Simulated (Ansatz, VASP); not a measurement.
**WS2 in VASP and in Ansatz**

The input INCAR:

```
SYSTEM = WS2
PREC     = Accurate       ! precision mode
ENCUT    = 520            ! plane-wave cutoff, eV
EDIFF    = 1E-7           ! SCF threshold, eV
ISMEAR   = 0              ! smearing method
SIGMA    = 0.01           ! smearing width, eV
LREAL    = .False.        ! projectors in reciprocal space
LASPH    = .True.         ! aspherical terms in the spheres
NELM     = 60             ! most SCF steps
ALGO     = Normal         ! electronic algorithm
ISIF     = 2              ! what is computed and relaxed
LWAVE    = .False.        ! write WAVECAR
LCHARG   = .False.        ! write CHGCAR
NBANDS   = 64             ! bands
```

File KPOINTS:

```
Automatic mesh
0
Gamma
  12 12 2
  0 0 0
```

Contents of POSCAR:

```
WS2
1.0
    3.1831225544      0.0000000000      0.0000000000
   -1.5915612772      2.7566649955      0.0000000000
    0.0000000000      0.0000000000     35.1805582101
W S
4 8
Direct
    0.3333333333      0.6666666667      0.5923166100
    0.3333333333      0.6666666667      0.2234000000
    0.6666666667      0.3333333333      0.7766000000
    0.6666666667      0.3333333333      0.4076833900
    0.3333333333      0.6666666667      0.8211496400
    0.3333333333      0.6666666667      0.4520236900
    0.6666666667      0.3333333333      0.6366210700
    0.6666666667      0.3333333333      0.2677418400
    0.3333333333      0.6666666667      0.7322581600
    0.3333333333      0.6666666667      0.3633789300
    0.6666666667      0.3333333333      0.5479763100
    0.6666666667      0.3333333333      0.1788503600
```

The input input:

```
crystal:
  lattice:
    - [3.1831225544, 0.0, 0.0]
    - [-1.5915612772, 2.7566649955, 0.0]
    - [0.0, 0.0, 35.1805582101]
  atoms:
    - { symbol: W, position: [0.3333333333, 0.6666666667, 0.59231661] }
    - { symbol: W, position: [0.3333333333, 0.6666666667, 0.2234] }
    - { symbol: W, position: [0.6666666667, 0.3333333333, 0.7766] }
    - { symbol: W, position: [0.6666666667, 0.3333333333, 0.40768339] }
    - { symbol: S, position: [0.3333333333, 0.6666666667, 0.82114964] }
    - { symbol: S, position: [0.3333333333, 0.6666666667, 0.45202369] }
    - { symbol: S, position: [0.6666666667, 0.3333333333, 0.63662107] }
    - { symbol: S, position: [0.6666666667, 0.3333333333, 0.26774184] }
    - { symbol: S, position: [0.3333333333, 0.6666666667, 0.73225816] }
    - { symbol: S, position: [0.3333333333, 0.6666666667, 0.36337893] }
    - { symbol: S, position: [0.6666666667, 0.3333333333, 0.54797631] }
    - { symbol: S, position: [0.6666666667, 0.3333333333, 0.17885036] }
kpoints:
  mp_grid: { grid: [12, 12, 2] }
  band_path:
    path:
      - [0.0, 0.0, 0.0]
      - [0.5, 0.0, 0.0]
      - [0.3333333333, 0.3333333333, 0.0]
      - [0.0, 0.0, 0.5]
      - [0.5, 0.0, 0.5]
      - [0.3333333333, 0.3333333333, 0.5]
    npoints: 1
hamiltonian:
  xc: lda
scf:
  occupations: { method: fixed }
  n_extra_bands: 7
output:
  forces: true
  stress: true
  eigenvalues: true
  write_density: true
  write_potential: true
  elf: true
  volumetric_format: npy
```

Alike in both runs: functional LDA; k mesh 12 × 12 × 2; no spin polarisation.

|  | VASP | Ansatz |
| --- | --- | --- |
| version | VASP 6.6.1 | Ansatz 0.2.0 |
| potentials or method | VASP PAW LDA potentials, release 64 (W_sv, S) | Ansatz PAW |
| plane-wave cutoff (eV) | 520 | 420 |
| occupations | gaussian, width 0.01 eV | fixed |
| valence electrons in the cell | 104 | 104 |
| task | single point | band structure |

|  | VASP | Ansatz | Ansatz less VASP |
| --- | --- | --- | --- |
| gap on the k mesh at the Fermi level (eV) | 1.28 | 1.27 | -0.008 |
| least direct gap on the mesh (eV) | 1.74 | 1.73 | -0.011 |
| rms of the force components (eV/Å) | 0.163 | 0.183 | +0.0202 |

LDA's correlation is that of Perdew and Zunger in VASP and of Perdew and Wang (1992) in Ansatz. Atom by atom the forces differ by 0.021 eV/Å (rms over components).

Neither program's run includes spin-orbit coupling.
